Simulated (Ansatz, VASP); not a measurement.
**BAs: VASP beside Ansatz**

Contents of INCAR:

```
SYSTEM = BAs
PREC = Accurate
ENCUT = 520
EDIFF = 1E-6
ISMEAR = 0
SIGMA = 0.01
LREAL = .False.
LASPH = .True.
NELM = 80
ALGO = Normal
ISIF = 2
LWAVE = .False.
LCHARG = .False.
GGA = PS
NBANDS = 16
```

The input KPOINTS:

```
regular mesh
0
Gamma
  6 6 2
  0 0 0
```

POSCAR

```
BAs
1.0
    3.3658576581      0.0000000000      0.0000000000
   -1.6829288290      2.9149182375      0.0000000000
    0.0000000000      0.0000000000      8.7445942720
B As
2 2
Direct
    0.3333333333      0.6666666667      0.2500000000
    0.6666666667      0.3333333333      0.7500000000
    0.6666666667      0.3333333333      0.2500000000
    0.3333333333      0.6666666667      0.7500000000
```

Input for Ansatz:

```yaml
crystal:
  lattice:
    - [3.3658576581, 0.0, 0.0]
    - [-1.682928829, 2.9149182375, 0.0]
    - [0.0, 0.0, 8.744594272]
  atoms:
    - { symbol: B, position: [0.3333333333, 0.6666666667, 0.25] }
    - { symbol: B, position: [0.6666666667, 0.3333333333, 0.75] }
    - { symbol: As, position: [0.6666666667, 0.3333333333, 0.25] }
    - { symbol: As, position: [0.3333333333, 0.6666666667, 0.75] }
kpoints:
  mp_grid: { grid: [6, 6, 2] }
hamiltonian:
  xc: pbesol
scf:
  occupations: { method: fixed }
  n_extra_bands: 5
output:
  forces: true
  stress: true
  eigenvalues: true
```

Alike in both runs: task single point; functional PBEsol; k mesh 6 × 6 × 2; no spin polarisation.

```csv
,VASP,Ansatz
version,VASP 6.6.1,Ansatz 0.2.0
potentials or method,"VASP PAW PBE potentials, release 64 (B, As)","plane waves, PAW"
plane-wave cutoff (eV),520,420
occupations,"gaussian, width 0.01 eV",fixed
valence electrons in the cell,16,36
```

```csv
,VASP,Ansatz,Ansatz less VASP
gap on the k mesh at the Fermi level (eV),0.71,0.72,+0.011
pressure (GPa),0.3,-0.3,-0.62
"traceless stress, the component that is largest in VASP (GPa)",-0.54,0.09,+0.634
```

VASP's potentials were made for PBE, not for PBEsol. VASP's potentials hold 16 valence electrons a cell and Ansatz's 36, so a difference there can come from the potentials and not from the codes.
